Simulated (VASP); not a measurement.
# HfZrSe3 (P4/mmm) in VASP: single point with PBE

Aim: the single point of HfZrSe3 with PBE.

Everything below comes from runs of VASP 6.6.1. Logs are shortened: lines on timing, memory, paths and dates and some standing lists are left out, and cuts for length are marked.

### 1 The cell of the first run

Symmetry: P4/mmm, No. 123, tetragonal system. The conventional cell has a = 4.936 Å, b = 4.936 Å, c = 6.141 Å, α = 90.00°, β = 90.00°, γ = 90.00°. Zr (site symmetry 4/mmm) has 4 Se at 2.47 Å and 2 Hf at 3.07 Å within 3.3 Å. Within 4.0 Å of Hf (site symmetry 4/mmm) lie 2 Zr at 3.07 Å and 12 Se at 3.49 to 3.94 Å. Se (site symmetry mmm) has 2 Zr at 2.47 Å within 3.3 Å. Se (site symmetry 4/mmm) has 4 Hf at 3.49 Å and 8 Se at 3.94 Å within 4.6 Å.

### 2 Single point, PBE

INCAR

```
SYSTEM = HfZrSe3
PREC = Accurate ; ENCUT = 500
EDIFF = 1E-6 ; ISMEAR = 0
SIGMA = 0.15 ; LREAL = .FALSE.
LASPH = .TRUE. ; NELM = 120
ALGO = Normal ; ISIF = 2
LWAVE = .FALSE. ; LCHARG = .FALSE.
GGA = PE ; NBANDS = 28
GGA_COMPAT = .FALSE.
```

KPOINTS

```
Automatic mesh
0
G
  3 3 2
  0 0 0
```

POSCAR

```
HfZrSe3
1.0
    4.9357931079      0.0000000000      0.0000000000
    0.0000000000      4.9357931079      0.0000000000
    0.0000000000      0.0000000000      6.1411825760
Zr Hf Se
1 1 3
Direct
    0.0000000000      0.0000000000      0.5000000000
    0.0000000000      0.0000000000      0.0000000000
    0.0000000000      0.5000000000      0.5000000000
    0.5000000000      0.0000000000      0.5000000000
    0.5000000000      0.5000000000      0.0000000000
```

Potentials or basis: VASP PAW PBE potentials, release 64 (Zr_sv, Hf_pv, Se).

The run is started by

```
> cat potpaw_PBE.64/Zr_sv/POTCAR potpaw_PBE.64/Hf_pv/POTCAR potpaw_PBE.64/Se/POTCAR > POTCAR
> mpirun -np 1 vasp_std > vasp.out
```

OUTCAR:

```text
SYSTEM = HfZrSe3
   PREC = Accurate
   ENCUT = 500
   EDIFF = 1E-6
   ISMEAR = 0
   LREAL = .FALSE.
   LASPH = .TRUE.
   NELM = 120
   ISIF = 2
   GGA = PE

 ion  position               nearest neighbor table
   1  0.000  0.000  0.500-   3 2.47   4 2.47   3 2.47   4 2.47   2 3.07   2 3.07
   2  0.000  0.000  0.000-   1 3.07   1 3.07
   3  0.000  0.500  0.500-   1 2.47   1 2.47
   4  0.500  0.000  0.500-   1 2.47   1 2.47
   5  0.500  0.500  0.000-

  LATTYP: Found a simple tetragonal cell.
 ALAT       =     4.9357931079
 C/A-ratio  =     1.2442139372

  Lattice vectors:

 A1 = (   4.9357931079,   0.0000000000,   0.0000000000)
 A2 = (   0.0000000000,   4.9357931079,   0.0000000000)
 A3 = (   0.0000000000,   0.0000000000,   6.1411825760)

Analysis of symmetry for initial positions (statically):
=====================================================================
 Subroutine PRICEL returns:
 Original cell was already a primitive cell.

 Routine SETGRP: Setting up the symmetry group for a
 simple tetragonal supercell.

 Subroutine GETGRP returns: Found 16 space group operations
 (whereof 16 operations were pure point group operations)
 out of a pool of 16 trial point group operations.

The static configuration has the point symmetry D_4h.

Analysis of symmetry for dynamics (positions and initial velocities):
=====================================================================
 Subroutine PRICEL returns:
 Original cell was already a primitive cell.

 Routine SETGRP: Setting up the symmetry group for a
 simple tetragonal supercell.

 Subroutine GETGRP returns: Found 16 space group operations
 (whereof 16 operations were pure point group operations)
 out of a pool of 16 trial point group operations.

The dynamic configuration has the point symmetry D_4h.

 Subroutine INISYM returns: Found 16 space group operations
 (whereof 16 operations are pure point group operations),
 and found     1 'primitive' translations

----------------------------------------------------------------------------------------

                                     Primitive cell

  volume of cell :     149.6118

  direct lattice vectors                    reciprocal lattice vectors
     4.935793108  0.000000000  0.000000000     0.202601685  0.000000000  0.000000000
     0.000000000  4.935793108  0.000000000     0.000000000  0.202601685  0.000000000
     0.000000000  0.000000000  6.141182576     0.000000000  0.000000000  0.162835087

  length of vectors
     4.935793108  4.935793108  6.141182576     0.202601685  0.202601685  0.162835087

  position of ions in fractional coordinates (direct lattice)
     0.000000000  0.000000000  0.500000000
     0.000000000  0.000000000  0.000000000
     0.000000000  0.500000000  0.500000000
     0.500000000  0.000000000  0.500000000
     0.500000000  0.500000000  0.000000000

  ion indices of the primitive-cell ions
   primitive index   ion index
                 1           1
                 2           2
                 3           3
                 4           4
                 5           5

----------------------------------------------------------------------------------------

 KPOINTS: Automatic mesh

Automatic generation of k-mesh.
 Grid dimensions read from file:
 generate k-points for:    3    3    2

 Generating k-lattice:

  Cartesian coordinates                     Fractional coordinates (reciprocal lattice)
     0.067533895  0.000000000  0.000000000     0.333333333  0.000000000  0.000000000
     0.000000000  0.067533895  0.000000000     0.000000000  0.333333333  0.000000000
     0.000000000  0.000000000  0.081417544     0.000000000  0.000000000  0.500000000

  Length of vectors
     0.067533895  0.067533895  0.081417544

  Shift w.r.t. Gamma in fractional coordinates (k-lattice)
     0.000000000  0.000000000  0.000000000

 Subroutine IBZKPT returns following result:
 ===========================================

 Found      6 irreducible k-points:

 Following reciprocal coordinates:
            Coordinates               Weight
  0.000000  0.000000  0.000000      1.000000
  0.333333  0.000000  0.000000      4.000000
  0.333333  0.333333  0.000000      4.000000
  0.000000  0.000000  0.500000      1.000000
  0.333333  0.000000  0.500000      4.000000
  0.333333  0.333333  0.500000      4.000000
   k-points           NKPTS =      6   k-points in BZ     NKDIM =      6   number of bands    NBANDS=     28
   number of dos      NEDOS =    301   number of ions     NIONS =      5
   total plane-waves  NPLWV =  62208
   dimension x,y,z NGX =    36 NGY =   36 NGZ =   48
   dimension x,y,z NGXF=    72 NGYF=   72 NGZF=   96
   ions per type =               1   1   3
   NGX,Y,Z   is equivalent  to a cutoff of  12.13, 12.13, 12.99 a.u.
   NGXF,Y,Z  is equivalent  to a cutoff of  24.25, 24.25, 25.99 a.u.
 SYSTEM =  HfZrSe3
   PREC   = accura    normal or accurate (medium, high low for compatibility)
   ISTART =      0    job   : 0-new  1-cont  2-samecut
   ICHARG =      2    charge: 1-file 2-atom 10-const
   ISPIN  =      1    spin polarized calculation?
   LNONCOLLINEAR =      F non collinear calculations
   LSORBIT =      F    spin-orbit coupling
   LASPH  =      T    aspherical Exc in radial PAW
   ENCUT  =  500.0 eV  36.75 Ry    6.06 a.u.   9.00  9.00 11.20*2*pi/ulx,y,z
   NELM   =    120;   NELMIN=  2; NELMDL= -5     # of ELM steps
   EDIFF  = 0.1E-05   stopping-criterion for ELM
   LREAL  =      F    real-space projection
   EDIFFG = 0.1E-04   stopping-criterion for IOM
   NSW    =      0    number of steps for IOM
   IBRION =     -1    ionic relax: 0-MD 1-quasi-New 2-CG
   NFREE  =      0    steps in history (QN), initial steepest desc. (CG)
   ISIF   =      2    stress and relaxation
   ISYM   =      2    0-nonsym 1-usesym 2-fastsym
   POTIM  = 0.5000    time-step for ionic-motion
   TEBEG  =    0.0;   TEEND  =   0.0 temperature during run
   PSTRESS=    0.0 pullay stress
   NELECT =      40.0000    total number of electrons
   NUPDOWN=      -1.0000    fix difference up-down
   EMIN   =  10.00;   EMAX   =-10.00  energy-range for DOS
   EFERMI =   0.00;   METHOD = LEGACY
   ISMEAR =     0;   SIGMA  =   0.15  broadening in eV -4-tet -1-fermi 0-gaus
   EFERMI_NEDOS =   21; number of points for ismear=-14 and -15
   IALGO  =     38    algorithm
   IMIX   =      4    mixing-type and parameters
     AMIX     =   0.40;   BMIX     =  1.00
     AMIX_MAG =   1.60;   BMIX_MAG =  1.00
  volume/ion in A,a.u.               =      29.92       201.93
  Fermi-wavevector in a.u.,A,eV,Ry     =   1.054645  1.992990 15.133427  1.112276
  Thomas-Fermi vector in A             =   2.189813
   LORBIT       =      0    0 simple, 1 ext, 2 COOP (PROOUT), +10 PAW based schemes
   GGA     = PE    functional components
   LHFCALC =     F    Hartree Fock is set to
   AEXX    =    0.0000 exact exchange contribution
   IVDW    =     0    specifies the selected vdW correction
   LEPSILON=     F    determine dielectric tensor
   LRPA    =     F    only Hartree local field effects (RPA)
 non-spin polarized calculation
 Gauss-broadening in eV      SIGMA  =   0.15
  energy-cutoff  :      500.00
  volume of cell :      149.61
 maximum number of plane-waves:      3822
 NGX is ok and might be reduce to    36
   NGX = 17   NGY = 17   NGZ = 23

 number of electron      40.0000008 magnetization

 Free energy of the ion-electron system (eV)
  ---------------------------------------------------
  ext. energy  EPLUGINS =         0.00000000
  ---------------------------------------------------
  free energy    TOTEN  =       -27.54971554 eV

  energy without entropy =      -27.46711965  energy(sigma->0) =      -27.50841760

 E-fermi :   2.9544     XC(G=0):  -9.0443

 val. band max:        2.9367134072   @ k =   0.0000   0.0000   0.0000
 cond. band min:       2.9882629748   @ k =   0.3333   0.0000   0.5000
 fundamental gap:      0.0515495676
 Fermi energy:         2.9544012987

 k-point     1 :       0.0000    0.0000    0.0000
  band No.  band energies     occupation
      1     -45.8283      2.00000
      2     -30.0316      2.00000
      3     -30.0316      2.00000
      4     -29.7136      2.00000
      5     -24.0583      2.00000
      6     -24.0583      2.00000
[... 20 lines left out ...]
     27       5.7423      0.00000
     28       5.8018      0.00000

 k-point     2 :       0.3333    0.0000    0.0000
  band No.  band energies     occupation
      1     -45.8285      2.00000
      2     -30.0327      2.00000
      3     -30.0315      2.00000
      4     -29.7135      2.00000
      5     -24.0805      2.00000
      6     -24.0572      2.00000
[... 20 lines left out ...]
     27       5.7531      0.00000
     28       6.0904      0.00000

 k-point     3 :       0.3333    0.3333    0.0000
  band No.  band energies     occupation
      1     -45.8286      2.00000
      2     -30.0326      2.00000
      3     -30.0326      2.00000
      4     -29.7134      2.00000
      5     -24.0794      2.00000
      6     -24.0793      2.00000
[... 20 lines left out ...]
     27       5.9808      0.00000
     28       6.3117      0.00000

 k-point     4 :       0.0000    0.0000    0.5000
  band No.  band energies     occupation
      1     -45.8285      2.00000
      2     -30.0315      2.00000
      3     -30.0315      2.00000
      4     -29.7024      2.00000
      5     -24.0587      2.00000
      6     -24.0587      2.00000
[... 20 lines left out ...]
     27       3.8694      0.00000
     28       3.8694      0.00000

 k-point     5 :       0.3333    0.0000    0.5000
  band No.  band energies     occupation
      1     -45.8287      2.00000
      2     -30.0326      2.00000
      3     -30.0314      2.00000
      4     -29.7023      2.00000
      5     -24.0809      2.00000
      6     -24.0576      2.00000
[... 20 lines left out ...]
     27       4.9602      0.00000
     28       5.7790      0.00000

 k-point     6 :       0.3333    0.3333    0.5000
  band No.  band energies     occupation
      1     -45.8288      2.00000
      2     -30.0325      2.00000
      3     -30.0325      2.00000
      4     -29.7022      2.00000
      5     -24.0798      2.00000
      6     -24.0797      2.00000
[... 20 lines left out ...]
     27       5.8405      0.00000
     28       5.8459      0.00000

------------------------ aborting loop because EDIFF is reached ----------------------------------------

  FORCE on cell =-STRESS in cart. coord.  units (eV):
  Direction    XX          YY          ZZ          XY          YZ          ZX
  --------------------------------------------------------------------------------------
  -------------------------------------------------------------------------------------
  Total       -0.1514574     -0.1514574     -0.2831993      0.0000000      0.0000000      0.0000000
  in kB       -1.6219420     -1.6219420     -3.0327521      0.0000000      0.0000000      0.0000000
  external PRESSURE =      -2.0922120 kB  Pullay stress =       0.0000000 kB

 VOLUME and BASIS-vectors are now :
 -----------------------------------------------------------------------------
  energy-cutoff  :      500.00
  volume of cell :      149.61
      direct lattice vectors                 reciprocal lattice vectors
     4.935793108  0.000000000  0.000000000     0.202601685  0.000000000  0.000000000
     0.000000000  4.935793108  0.000000000     0.000000000  0.202601685  0.000000000
     0.000000000  0.000000000  6.141182576     0.000000000  0.000000000  0.162835087

 POSITION                                       TOTAL-FORCE (eV/Angst)
 -----------------------------------------------------------------------------------
      0.00000      0.00000      3.07059         0.000000      0.000000      0.000000
      0.00000      0.00000      0.00000         0.000000      0.000000      0.000000
      0.00000      2.46790      3.07059         0.000000      0.000000      0.000000
      2.46790      0.00000      3.07059         0.000000      0.000000      0.000000
      2.46790      2.46790      0.00000         0.000000      0.000000      0.000000
 -----------------------------------------------------------------------------------
    total drift:                                0.000000      0.000000      0.000000

  FREE ENERGIE OF THE ION-ELECTRON SYSTEM (eV)
  ---------------------------------------------------
  free  energy   TOTEN  =       -27.5497155439 eV

  energy  without entropy=      -27.4671196479  energy(sigma->0) =      -27.50841760
```

Wall time 72 s (1 thread of Intel Xeon 8259CL, shared host); peak memory 0.25 GiB.

Results:

```
Free energy            : -27.5497 eV
Pressure               : -0.2 GPa
Band gap on the k mesh : zero (band 20 reaches 3.27 eV, above the bottom of band 21 at 2.73 eV)
```

Stress tensor (GPa, compression positive):
```
-0.16  0.00  0.00
 0.00 -0.16  0.00
 0.00  0.00 -0.30
```

Levels at points of the mesh, in eV from the Fermi level:
```
           k point  band 15  band 16  band 17  band 18  band 19  band 20  band 21  band 22  band 23  band 24
(0.00, 0.00, 0.00)    -1.27    -1.17    -1.17    -0.79    -0.79    -0.22    -0.22    -0.12    -0.02     0.12
(0.00, 0.00, 0.50)    -1.54    -1.54    -1.31    -0.33    -0.33     0.31     0.40     0.46     0.55     0.61
```

Caveat: the k points lie up to 0.51 Å⁻¹ apart; spin-orbit coupling is left out, which moves the levels of the heavy elements.
